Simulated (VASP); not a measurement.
Write the native input for VASP 6.6.1 that does the following.

```
Task                   : single point
Functional             : LDA
Potentials or basis    : VASP PAW LDA potentials, release 64 (Fe, Co)
Cutoff                 : 600 eV
k mesh                 : 8 × 8 × 8
Occupations            : gaussian, width 0.1 eV
Spin                   : collinear spin, ferrimagnetic start
Starting moments       : [3.5, -2.5] μB
Dipole correction      : no
Further INCAR settings : ALGO = Normal; EDIFF = 1e-06; NBANDS = 20
```

The structure of FeCo (Wairauite) lies in POSCAR:

```
FeCo
1.0
    2.8570000000      0.0000000000      0.0000000000
    0.0000000000      2.8570000000      0.0000000000
    0.0000000000      0.0000000000      2.8570000000
Fe Co
1 1
Direct
    0.5000000000      0.5000000000      0.5000000000
    0.0000000000      0.0000000000      0.0000000000
```

These files were run (other wordings do the same):

INCAR

```
SYSTEM = FeCo
ALGO = Normal ; EDIFF = 1E-6
ENCUT = 600 ; GGA = CA
GGA_COMPAT = .FALSE. ; ISIF = 2
ISMEAR = 0 ; ISPIN = 2
LASPH = .TRUE. ; LCHARG = .FALSE.
LMAXMIX = 4 ; LORBIT = 11
LREAL = .FALSE. ; LWAVE = .FALSE.
MAGMOM = 3.5 -2.5 ; NBANDS = 20
NELM = 200 ; PREC = Accurate
SIGMA = 0.1
```

KPOINTS

```
k-points
0
G
  8 8 8
  0 0 0
```

Potentials or basis: VASP PAW LDA potentials, release 64 (Fe, Co).

The run is started by

```bash
$ cat potpaw_LDA.64/Fe/POTCAR potpaw_LDA.64/Co/POTCAR > POTCAR
$ mpirun -np 1 vasp_std > vasp.out
```

Results of the run:

* Pressure: -32.6 GPa
* Net moment: -0.07 μB per cell
* Site moments: Fe +0.80; Co -0.87 μB
* Valence electrons inside the program's atomic spheres: Fe 7.17; Co 8.20

Run time: 24 s on 1 thread of Intel(R) Xeon(R) 6975P-C (Granite Rapids) (shared host), peak memory 0.15 GiB.
